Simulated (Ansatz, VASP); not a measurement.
## Two plane-wave programs on AlNi

The input INCAR:

```
SYSTEM = AlNi
PREC = Accurate ; ENCUT = 520
EDIFF = 1E-7 ; ISMEAR = 0
SIGMA = 0.15 ; LREAL = .FALSE.
LASPH = .TRUE. ; NELM = 80
ALGO = Fast ; ISIF = 2
LWAVE = .FALSE. ; LCHARG = .FALSE.
GGA = PS ; NBANDS = 28
```

Contents of KPOINTS:

```
Automatic mesh
0
G
  15 15 5
  0 0 0
```

File POSCAR:

```
AlNi
1.0
    0.0000000000     -2.8618233747      0.0000000000
    0.0000000000      0.0000000000     -2.8618233747
   11.7854701242      0.0000000000      0.0000000000
Al Ni
3 3
Direct
    1.0000000000      0.0000000000      0.0607066020
    1.0000000000      0.0000000000      0.3035330098
    1.0000000000      0.0000000000      0.5463594176
    0.5000000000      0.5000000000      0.6677726215
    0.5000000000      0.5000000000      0.1821198059
    0.5000000000      0.5000000000      0.4249462137
```

Input for Ansatz:

```yaml
crystal:
  lattice:
    - [0.0, -2.8618233747, 0.0]
    - [0.0, 0.0, -2.8618233747]
    - [11.7854701242, 0.0, 0.0]
  atoms:
    - { symbol: Al, position: [1.0, 0.0, 0.060706602] }
    - { symbol: Al, position: [1.0, 0.0, 0.3035330098] }
    - { symbol: Al, position: [1.0, 0.0, 0.5463594176] }
    - { symbol: Ni, position: [0.5, 0.5, 0.6677726215] }
    - { symbol: Ni, position: [0.5, 0.5, 0.1821198059] }
    - { symbol: Ni, position: [0.5, 0.5, 0.4249462137] }
basis:
  ecutwfc: 520.0
kpoints:
  mp_grid: { grid: [15, 15, 5] }
hamiltonian:
  xc: pbesol
  pseudopotentials: { kind: paw, azcp: { folder: soft_1 } }
scf:
  occupations: { method: gaussian, width: 0.15 }
output:
  forces: true
  stress: true
  eigenvalues: true
```

Alike in both runs: task single point; functional PBEsol; k mesh 15 × 15 × 5; occupations gaussian, width 0.15 eV; no spin polarisation.

|  | VASP | Ansatz |
| --- | --- | --- |
| version | VASP 6.6.1 | Ansatz 0.2.0 |
| potentials or method | VASP PAW PBE potentials, release 64 (Al, Ni), cutoff 520 eV | scalar-relativistic, plane waves, PAW |
| valence electrons in the cell | 39 | 63 |

```tsv
	VASP	Ansatz	Ansatz less VASP
gap on the k mesh at the Fermi level (eV)	none	none	-
pressure (GPa)	-4.5	-4.7	-0.18
traceless stress, the component that is largest in VASP (GPa)	1.93	1.99	+0.051
rms of the force components (eV/Å)	0.299	0.304	+0.0050
```

VASP's potentials were made for PBE, not for PBEsol, and Ansatz warns of the same on its side. Atom by atom the forces differ by 0.006 eV/Å (rms over components). A gap of «none» marks a metal or a gap that the smearing closes. With one functional, cell and mesh, what is left measures potentials, basis and numerics. VASP's potentials hold 39 valence electrons a cell and Ansatz's 63, so a difference there can come from the potentials and not from the codes.
